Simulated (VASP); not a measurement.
# Ba in VASP: notebook

Runs on Ba. Level: PBE. Tasks: electric field gradients.

Program: VASP 6.6.1. These are calculated values, not measurements. Logs are shortened: lines on timing, memory, paths and dates and some standing lists are left out, and cuts for length are marked.

### 1 The cell of the first run

The structure is tetragonal, space group I4/mmm (No. 139). Conventional cell: a = 5.025 Å, b = 5.025 Å, c = 4.950 Å, α = 90.00°, β = 90.00°, γ = 90.00°. Within 5.7 Å of Ba (site symmetry 4/mmm) lie 14 Ba at 4.33 to 5.03 Å.

### 2 Electric field gradients, PBE (z stretched by -1 % at fixed volume)

Contents of INCAR:

```
PREC = Accurate
ENCUT = 520
EDIFF = 1E-8
ISMEAR = -1
SIGMA = 0.03
LREAL = False
LASPH = True
NELM = 80
ALGO = Normal
ISIF = 2
LWAVE = False
LCHARG = False
GGA = PE
LEFG = True
NBANDS = 11
```

Contents of KPOINTS:

```
regular mesh
0
Gamma
  10 10 10
```

Contents of POSCAR:

```
Ba
1.0
   -2.5125945382      2.5125945382      2.4750000000
    2.5125945382     -2.5125945382      2.4750000000
    2.5125945382      2.5125945382     -2.4750000000
Ba
1
Direct
    0.0000000000      0.0000000000      0.0000000000
```

Potentials or basis: VASP PAW PBE potentials, release 64 (Ba_sv).

On the command line:

```bash
$ cat potpaw_PBE.64/Ba_sv/POTCAR > POTCAR
$ mpirun -np 1 vasp_std > vasp.out
```

OUTCAR:

```text
PREC = Accurate
   ENCUT = 520
   EDIFF = 1E-8
   ISMEAR = -1
   LREAL = False
   LASPH = True
   NELM = 80
   ISIF = 2
   GGA = PE

 ion  position               nearest neighbor table
   1  0.000  0.000  0.000-

  LATTYP: Found a body centered tetragonal cell.
 ALAT       =     5.0251890764
 C/A-ratio  =     0.9850375627

  Lattice vectors:

 A1 = (  -2.5125945382,   2.5125945382,   2.4750000000)
 A2 = (   2.5125945382,  -2.5125945382,   2.4750000000)
 A3 = (   2.5125945382,   2.5125945382,  -2.4750000000)

Analysis of symmetry for initial positions (statically):
=====================================================================
 Subroutine PRICEL returns:
 Original cell was already a primitive cell.

 Routine SETGRP: Setting up the symmetry group for a
 body centered tetragonal supercell.

 Subroutine GETGRP returns: Found 16 space group operations
 (whereof 16 operations were pure point group operations)
 out of a pool of 16 trial point group operations.

The static configuration has the point symmetry D_4h.

Analysis of symmetry for dynamics (positions and initial velocities):
=====================================================================
 Subroutine PRICEL returns:
 Original cell was already a primitive cell.

 Routine SETGRP: Setting up the symmetry group for a
 body centered tetragonal supercell.

 Subroutine GETGRP returns: Found 16 space group operations
 (whereof 16 operations were pure point group operations)
 out of a pool of 16 trial point group operations.

The dynamic configuration has the point symmetry D_4h.

 Subroutine INISYM returns: Found 16 space group operations
 (whereof 16 operations are pure point group operations),
 and found     1 'primitive' translations

----------------------------------------------------------------------------------------

                                     Primitive cell

  volume of cell :      62.5000

  direct lattice vectors                    reciprocal lattice vectors
    -2.512594538  2.512594538  2.475000000     0.000000000  0.198997487  0.202020202
[... 127 lines left out ...]
  ext. energy  EPLUGINS =         0.00000000
  ---------------------------------------------------
  free energy    TOTEN  =        -1.90778417 eV

  energy without entropy =       -1.90327956  energy(sigma->0) =       -1.90553187

 E-fermi :   1.6522     XC(G=0):  -7.4343

 val. band max:        1.6459263559   @ k =   0.3000   0.3000   0.0000
 cond. band min:       1.6538382765   @ k =   0.4000   0.3000   0.0000
 fundamental gap:      0.0079119206
 Fermi energy:         1.6521867462

 k-point     1 :       0.0000    0.0000    0.0000
  band No.  band energies     occupation
      1     -27.1977      2.00000
      2     -12.1429      2.00000
      3     -12.1429      2.00000
      4     -12.1423      2.00000
      5      -1.0818      2.00000
      6       3.4520      0.00000
      7       3.5438      0.00000
      8       3.5438      0.00000
      9       4.8564      0.00000
     10       4.9915      0.00000
     11       8.5920      0.00000
[... 309 lines left out ...]
 k-point    24 :       0.4000    0.3000    0.0000
  band No.  band energies     occupation
      1     -27.1480      2.00000
      2     -12.5106      2.00000
      3     -12.4187      2.00000
      4     -12.2003      2.00000
      5       1.6538      0.97248
      6       2.1387      0.00000
      7       2.3680      0.00000
      8       5.0392      0.00000
      9       5.2606      0.00000
     10       6.6739      0.00000
     11       7.7782      0.00000

 [... further k-points ...]

------------------------ aborting loop because EDIFF is reached ----------------------------------------

  FORCE on cell =-STRESS in cart. coord.  units (eV):
  Direction    XX          YY          ZZ          XY          YZ          ZX
  --------------------------------------------------------------------------------------
  -------------------------------------------------------------------------------------
  Total        0.0545883      0.0545883      0.0862321      0.0000000     -0.0000000     -0.0000000
  in kB        1.3993622      1.3993622      2.2105455      0.0000000     -0.0000000     -0.0000000
  external PRESSURE =       1.6697567 kB  Pullay stress =       0.0000000 kB

 VOLUME and BASIS-vectors are now :
 -----------------------------------------------------------------------------
  energy-cutoff  :      520.00
  volume of cell :       62.50
      direct lattice vectors                 reciprocal lattice vectors
    -2.512594538  2.512594538  2.475000000     0.000000000  0.198997487  0.202020202
     2.512594538 -2.512594538  2.475000000     0.198997487  0.000000000  0.202020202
     2.512594538  2.512594538 -2.475000000     0.198997487  0.198997487  0.000000000

 POSITION                                       TOTAL-FORCE (eV/Angst)
 -----------------------------------------------------------------------------------
      0.00000      0.00000      0.00000         0.000000      0.000000     -0.000000
 -----------------------------------------------------------------------------------
    total drift:                                0.000000      0.000000     -0.000000

  FREE ENERGIE OF THE ION-ELECTRON SYSTEM (eV)
  ---------------------------------------------------
  free  energy   TOTEN  =        -1.9077841716 eV

  energy  without entropy=       -1.9032795615  energy(sigma->0) =       -1.90553187

 Electric field gradients (V/A^2)
---------------------------------------------------------------------
 ion       V_xx      V_yy      V_zz      V_xy      V_xz      V_yz
---------------------------------------------------------------------
   1       0.018     0.018    -0.037     0.000     0.000     0.000
---------------------------------------------------------------------

 Electric field gradients after diagonalization (V/A^2)
 (convention: |V_zz| > |V_xx| > |V_yy|)
----------------------------------------------------------------------
 ion       V_xx      V_yy      V_zz     asymmetry (V_yy - V_xx)/ V_zz
----------------------------------------------------------------------
   1       0.019     0.018    -0.037       0.005
----------------------------------------------------------------------

           NMR quadrupolar parameters

 Cq : quadrupolar parameter    Cq=e*Q*V_zz/h
 eta: asymmetry parameters     (V_yy - V_xx)/ V_zz
 Q  : nuclear electric quadrupole moment in mb (millibarn)
----------------------------------------------------------------------
 ion       Cq(MHz)       eta       Q (mb)
----------------------------------------------------------------------
   1      -0.000       0.005       1.000
----------------------------------------------------------------------
```

It took 77 s on 1 thread of Intel Xeon 8259CL, shared host; peak memory 0.22 GiB.

Results:

```yaml
Free_energy: -1.9078 eV
Pressure: 0.2 GPa
Band_gap_on_the_k_mesh: zero (bands 5 and 6 overlap by 0.90 eV)
Largest_electric_field_gradient_by_atom: zero within the noise of the run
```

Caveat: spin-orbit coupling is left out, which moves the levels of the heavy elements.

### 3 Electric field gradients, PBE (xy shear strain of -4 %)

Contents of INCAR:

```
SYSTEM = Ba
  ALGO = Normal
  EDIFF = 1E-8
  ENCUT = 520
  GGA = PE
  ISIF = 2
  ISMEAR = -1
  LASPH = .True.
  LCHARG = .False.
  LEFG = .True.
  LREAL = .False.
  LWAVE = .False.
  NBANDS = 11
  NELM = 80
  PREC = Accurate
  SIGMA = 0.03
```

Contents of KPOINTS:

```
k-points
0
Gamma
  10 10 10
  0 0 0
```

Contents of POSCAR:

```
Ba
1.0
   -2.5500000000      2.5500000000      2.5000000000
    2.5500000000     -2.5500000000      2.5000000000
    2.4500000000      2.4500000000     -2.5000000000
Ba
1
Direct
    0.0000000000      0.0000000000      0.0000000000
```

Potentials or basis: VASP PAW PBE potentials, release 64 (Ba_sv).

On the command line:

```bash
$ cat potpaw_PBE.64/Ba_sv/POTCAR > POTCAR
$ mpirun -np 1 vasp_std > vasp.out
```

OUTCAR:

```text
SYSTEM = Ba
   EDIFF = 1E-8
   ENCUT = 520
   GGA = PE
   ISIF = 2
   ISMEAR = -1
   LASPH = .True.
   LREAL = .False.
   NELM = 80
   PREC = Accurate

 ion  position               nearest neighbor table
   1  0.000  0.000  0.000-

  LATTYP: Found a face centered orthorhombic cell.
 ALAT       =     5.0000000000
 B/A-ratio  =     1.3859292911
 C/A-ratio  =     1.4424978336

  Lattice vectors:

 A1 = (  -0.1000000000,   5.0000000000,   0.0000000000)
 A2 = (  -2.5500000000,   2.5500000000,   2.5000000000)
 A3 = (   2.4500000000,   2.4500000000,   2.5000000000)

Analysis of symmetry for initial positions (statically):
=====================================================================
 Subroutine PRICEL returns:
 Original cell was already a primitive cell.

 Routine SETGRP: Setting up the symmetry group for a
 face centered orthorhombic supercell.

 Subroutine GETGRP returns: Found  8 space group operations
 (whereof  8 operations were pure point group operations)
 out of a pool of  8 trial point group operations.

The static configuration has the point symmetry D_2h.

Analysis of symmetry for dynamics (positions and initial velocities):
=====================================================================
 Subroutine PRICEL returns:
 Original cell was already a primitive cell.

 Routine SETGRP: Setting up the symmetry group for a
 face centered orthorhombic supercell.

 Subroutine GETGRP returns: Found  8 space group operations
 (whereof  8 operations were pure point group operations)
 out of a pool of  8 trial point group operations.

The dynamic configuration has the point symmetry D_2h.

[... 160 lines left out ...]
      8       3.6623      0.00000
      9       4.9303      0.00000
     10       4.9594      0.00000
     11       8.4832      0.00000
[... 309 lines left out ...]
 k-point    24 :       0.4000    0.3000   -0.0000
  band No.  band energies     occupation
      1     -27.1510      2.00000
      2     -12.4967      2.00000
      3     -12.4231      2.00000
      4     -12.1862      2.00000
      5       1.6206      1.48245
      6       2.1323      0.00000
      7       2.3525      0.00000
      8       5.0775      0.00000
      9       5.3932      0.00000
     10       6.5994      0.00000
     11       7.6770      0.00000

 [... further k-points ...]

------------------------ aborting loop because EDIFF is reached ----------------------------------------

  FORCE on cell =-STRESS in cart. coord.  units (eV):
  Direction    XX          YY          ZZ          XY          YZ          ZX
  --------------------------------------------------------------------------------------
  -------------------------------------------------------------------------------------
  Total        0.0646055      0.0646055      0.0740357      0.1630119      0.0000000      0.0000000
  in kB        1.6568137      1.6568137      1.8986531      4.1804546      0.0000000      0.0000000
  external PRESSURE =       1.7374268 kB  Pullay stress =       0.0000000 kB

 VOLUME and BASIS-vectors are now :
 -----------------------------------------------------------------------------
  energy-cutoff  :      520.00
  volume of cell :       62.47
      direct lattice vectors                 reciprocal lattice vectors
    -2.550000000  2.550000000  2.500000000     0.004001601  0.200080032  0.200000000
     2.550000000 -2.550000000  2.500000000     0.200080032  0.004001601  0.200000000
     2.450000000  2.450000000 -2.500000000     0.204081633  0.204081633  0.000000000

 POSITION                                       TOTAL-FORCE (eV/Angst)
 -----------------------------------------------------------------------------------
      0.00000      0.00000      0.00000         0.000000      0.000000     -0.000000
 -----------------------------------------------------------------------------------
    total drift:                               -0.000000      0.000000      0.000000

  FREE ENERGIE OF THE ION-ELECTRON SYSTEM (eV)
  ---------------------------------------------------
  free  energy   TOTEN  =        -1.9046510718 eV

  energy  without entropy=       -1.9001554205  energy(sigma->0) =       -1.90240325

 Electric field gradients (V/A^2)
---------------------------------------------------------------------
 ion       V_xx      V_yy      V_zz      V_xy      V_xz      V_yz
---------------------------------------------------------------------
   1      -0.032    -0.032     0.064     9.890     0.000     0.000
---------------------------------------------------------------------

 Electric field gradients after diagonalization (V/A^2)
 (convention: |V_zz| > |V_xx| > |V_yy|)
----------------------------------------------------------------------
 ion       V_xx      V_yy      V_zz     asymmetry (V_yy - V_xx)/ V_zz
----------------------------------------------------------------------
   1       9.858     0.064    -9.922       0.987
----------------------------------------------------------------------

           NMR quadrupolar parameters

 Cq : quadrupolar parameter    Cq=e*Q*V_zz/h
 eta: asymmetry parameters     (V_yy - V_xx)/ V_zz
 Q  : nuclear electric quadrupole moment in mb (millibarn)
----------------------------------------------------------------------
 ion       Cq(MHz)       eta       Q (mb)
----------------------------------------------------------------------
   1      -0.024       0.987       1.000
----------------------------------------------------------------------
```

OSZICAR:

```text
N       E                     dE             d eps       ncg     rms          rms(c)
DAV:   1     0.544113035389E+02    0.54411E+02   -0.42337E+03  3762   0.749E+02
DAV:   2     0.731427506339E+00   -0.53680E+02   -0.52308E+02  4555   0.138E+02
DAV:   3    -0.183046024593E+01   -0.25619E+01   -0.25480E+01  4865   0.311E+01
DAV:   4    -0.190258245045E+01   -0.72122E-01   -0.71979E-01  4945   0.485E+00
DAV:   5    -0.190462227092E+01   -0.20398E-02   -0.20394E-02  5034   0.635E-01    0.164E+00
DAV:   6    -0.190409758446E+01    0.52469E-03   -0.36057E-03  4673   0.548E-01    0.973E-01
DAV:   7    -0.190444605120E+01   -0.34847E-03   -0.66048E-03  4365   0.852E-01    0.442E-02
DAV:   8    -0.190464017132E+01   -0.19412E-03   -0.34931E-04  5724   0.110E-01    0.324E-02
DAV:   9    -0.190464931450E+01   -0.91432E-05   -0.78039E-06  4630   0.238E-02    0.584E-03
DAV:  10    -0.190465091844E+01   -0.16039E-05   -0.40263E-06  4648   0.126E-02    0.188E-03
DAV:  11    -0.190465123425E+01   -0.31581E-06   -0.73053E-07  5292   0.709E-03    0.849E-04
DAV:  12    -0.190465107201E+01    0.16224E-06   -0.39898E-08  4594   0.153E-03    0.101E-04
DAV:  13    -0.190465107175E+01    0.25454E-09   -0.15702E-09  2679   0.243E-04
   1 F= -.19046511E+01 E0= -.19024032E+01  d E =-.449565E-02
```

It took 2.9 min on 1 thread of Intel Xeon 8259CL, shared host; peak memory 0.27 GiB.

Results:

- Free energy: -1.9047 eV
- Pressure: 0.2 GPa
- Band gap on the k mesh: zero (bands 5 and 6 overlap by 0.89 eV)
- Largest electric field gradient by atom: Ba -9.9 V/Å²

Stress tensor (GPa, compression positive):
```
0.17 0.42 0.00
0.42 0.17 0.00
0.00 0.00 0.19
```

Levels at points of the mesh, in eV from the Fermi level:
```
           k point  band 2  band 3  band 4  band 5  band 6  band 7  band 8  band 9
(0.00, 0.00, 0.00)  -13.81  -13.79  -13.78   -2.73    1.71    1.83    2.01    3.28
(0.50, 0.00, 0.00)  -14.27  -13.95  -13.80   -0.87    0.71    1.30    3.25    3.83
(0.50, 0.50, 0.00)  -14.25  -13.92  -13.79   -0.90    0.68    1.17    3.38    3.99
(0.00, 0.00, 0.50)  -14.29  -13.97  -13.81   -0.85    0.74    1.43    3.13    3.66
(0.50, 0.50, 0.50)  -14.16  -14.12  -14.09   -0.54   -0.53    4.33    4.42    4.52
```

Electric field gradients, principal values (V/Å²):
| atom | least | middle | greatest (by size) |
| --- | --- | --- | --- |
| 1 Ba | 0.064 | 9.858 | -9.922 |

Caveat: the cell differs from its parent crystal (xy shear strain of -4 %); without QUAD_EFG the Cq values of the log hold for a quadrupole moment of 1 mb, not for the nuclei; spin-orbit coupling is left out, which moves the levels of the heavy elements.
